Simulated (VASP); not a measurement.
Se:

```
Se
1.0
     4.36620    0.00000    0.00000
    -2.18310    3.78124    0.00000
     0.00000    0.00000    4.95360
Se
3
Direct
  0.77460 0.77460 0.00000
  0.00000 0.22540 0.66667
  0.22540 0.00000 0.33333
```

- Program: VASP 6.6.1
- Task: relaxation of cell and atoms
- Functional: PBE
- Potentials or basis: VASP PAW PBE potentials, release 64 (Se)
- Cutoff: 600 eV
- k mesh: 7 × 7 × 6
- Occupations: fermi-dirac, width 0.05 eV
- Spin: no spin polarisation

At the start: pressure 2.9 GPa; volume 27.26 Å³/atom.

**Question.** How do energy, volume and symmetry change on relaxing?

**Answer.** Over 15 steps the energy falls by 13.5 meV/atom and the volume is 29.79 Å³/atom (+9.3 %); space group P3_121 (No. 152, to 0.05 Å).

Step by step:
| step | energy change (eV) | largest force (eV/Å) | pressure (GPa) | volume (Å³) |
| --- | --- | --- | --- | --- |
| 1 | 0.0000 | 0.4336 | 2.91 | 81.78 |
| 2 | -0.0048 | 0.5160 | -2.12 | 87.77 |
| 3 | -0.0350 | 0.0942 | 0.11 | 84.78 |
| 4 | -0.0350 | 0.0851 | 0.15 | 84.72 |
| 5 | -0.0363 | 0.0652 | 0.13 | 85.00 |
| 6 | -0.0378 | 0.0065 | 0.09 | 85.79 |
| 7 | -0.0383 | 0.0176 | 0.02 | 86.17 |
| 8 | -0.0392 | 0.0511 | -0.18 | 87.29 |
| 9 | -0.0389 | 0.1150 | -0.51 | 89.57 |
| 10 | -0.0394 | 0.0753 | -0.33 | 88.21 |
| 11 | -0.0395 | 0.0721 | -0.30 | 88.27 |
| 12 | -0.0398 | 0.0602 | -0.26 | 88.46 |
| 13 | -0.0403 | 0.0367 | -0.16 | 88.83 |
| 14 | -0.0406 | 0.0136 | 0.06 | 89.56 |
| 15 | -0.0406 | 0.0005 | 0.00 | 89.38 |

Final structure:
```xyz
3
Lattice="4.5220 0.0000 0.0000 -2.2610 3.9162 0.0000 0.0000 0.0000 5.0471" Properties=species:S:1:pos:R:3 pbc="T T T"
Se    1.7657    3.0582    0.0000
Se   -0.4953    0.8580    3.3647
Se    0.9907    0.0000    1.6824
```
